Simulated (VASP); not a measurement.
# Ni: single point with PBE

Crystal: Ni.

```
Ni
1.0
     4.14460    0.00000    0.00000
    -2.07230    3.58933    0.00000
     0.00000    0.00000    2.51163
Ni
3
Direct
  0.00000 0.00000 0.00000
  0.33333 0.66667 0.50000
  0.66667 0.33333 0.50000
```

This isn't the form of Ni at room conditions, which is fcc.

```yaml
Program: VASP 6.6.1
Task: single point
Functional: PBE
Potentials_or_basis: VASP PAW PBE potentials, release 64 (Ni)
Cutoff: 600 eV
k_mesh: 10 × 10 × 15
Occupations: fermi-dirac, width 0.05 eV
Spin: collinear spin, ferromagnetic start
Starting_moments: "[0.65, 0.694, 0.694] μB"
Dipole_correction: no
Further_INCAR_settings: ALGO = Normal; EDIFF = 1e-06; NBANDS = 26
```

```json
{"Pressure": "-16.1 GPa", "Band gap on the k mesh": "zero (filled and empty bands overlap)", "Net moment": "1.98 μB per cell", "Site moments": "Ni +0.66, +0.69 (each value once) μB", "Valence electrons inside the program's atomic spheres": "Ni 9.07, 9.14 (each value once)"}
```

Stress tensor (GPa, compression positive):
```
-16.34   0.00   0.00
  0.00 -16.34   0.00
  0.00   0.00 -15.58
```

Levels at points of the mesh, in eV from the Fermi level:
Spin up:
| k point | band 14 | band 15 | band 16 | band 17 | band 18 | band 19 |
| --- | --- | --- | --- | --- | --- | --- |
| (0.00, 0.00, 0.00) | -1.38 | -0.51 | -0.51 | 5.51 | 5.51 | 5.53 |
| (0.50, 0.00, 0.00) | -0.76 | -0.71 | -0.71 | -0.55 | 0.30 | 5.30 |
Spin down:
```csv
k point,band 11,band 12,band 13,band 14,band 15,band 16,band 17,band 18
"(0.00, 0.00, 0.00)",-0.73,-0.73,-0.68,-0.68,0.22,0.22,5.74,5.74
"(0.50, 0.00, 0.00)",-0.61,-0.21,-0.04,-0.02,-0.01,0.09,0.23,0.26
```

It took 3.7 min on 1 thread of Intel(R) Xeon(R) Platinum 8488C (Sapphire Rapids), on a shared host, peak memory 0.31 GiB.

Caveat: the cell stands under tension.
